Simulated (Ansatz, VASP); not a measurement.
# Two plane-wave programs on KPdO3

The input INCAR:

```
SYSTEM = KPdO3
  PREC = Accurate
  ENCUT = 520
  EDIFF = 1E-7
  ISMEAR = 0
  SIGMA = 0.5
  LREAL = .FALSE.
  LASPH = .TRUE.
  NELM = 80
  ALGO = Normal
  ISIF = 2
  LWAVE = .FALSE.
  LCHARG = .TRUE.
  LELF = .TRUE.
  LVHAR = .TRUE.
  NBANDS = 26
```

File KPOINTS:

```
regular mesh
0
G
  5 5 5
  0 0 0
```

POSCAR

```
KPdO3
1.0
    4.0700760000      0.0000000000      0.0000000000
    0.0000000000      4.0700760000      0.0000000000
    0.0000000000      0.0000000000      4.0700760000
K Pd O
1 1 3
Direct
    0.0000000000      0.0000000000      0.0000000000
    0.5000000000      0.5000000000      0.5000000000
    0.5000000000      0.5000000000      0.0000000000
    0.5000000000      0.0000000000      0.5000000000
    0.0000000000      0.5000000000      0.5000000000
```

Input for Ansatz:

```yaml
crystal:
  lattice:
    - [4.070076, 0.0, 0.0]
    - [0.0, 4.070076, 0.0]
    - [0.0, 0.0, 4.070076]
  atoms:
    - { symbol: K, position: [0.0, 0.0, 0.0] }
    - { symbol: Pd, position: [0.5, 0.5, 0.5] }
    - { symbol: O, position: [0.5, 0.5, 0.0] }
    - { symbol: O, position: [0.5, 0.0, 0.5] }
    - { symbol: O, position: [0.0, 0.5, 0.5] }
kpoints:
  mp_grid:
    grid: [5, 5, 5]
hamiltonian:
  xc: lda
  pseudopotentials:
    kind: paw
scf:
  convergence:
    dr2_threshold: 1.0e-08
  occupations:
    method: gaussian
    width: 0.5
output:
  forces: true
  stress: true
```

Alike in both runs: task single point; functional LDA; k mesh 5 × 5 × 5; occupations gaussian, width 0.5 eV; no spin polarisation.

|  | VASP | Ansatz |
| --- | --- | --- |
| version | VASP 6.6.1 | Ansatz 0.2.0 |
| potentials or method | VASP PAW LDA potentials, release 64 (K_sv, Pd, O) | plane waves, PAW |
| plane-wave cutoff (eV) | 520 | 420 |
| valence electrons in the cell | 37 | 45 |

|  | VASP | Ansatz | Ansatz less VASP |
| --- | --- | --- | --- |
| pressure (GPa) | -11.8 | -12.2 | -0.37 |

LDA's correlation is that of Perdew and Zunger in VASP and of Perdew and Wang (1992) in Ansatz. VASP's potentials hold 37 valence electrons a cell and Ansatz's 45, so a difference there can come from the potentials and not from the codes. Ansatz's warnings: stress scf threshold loose.
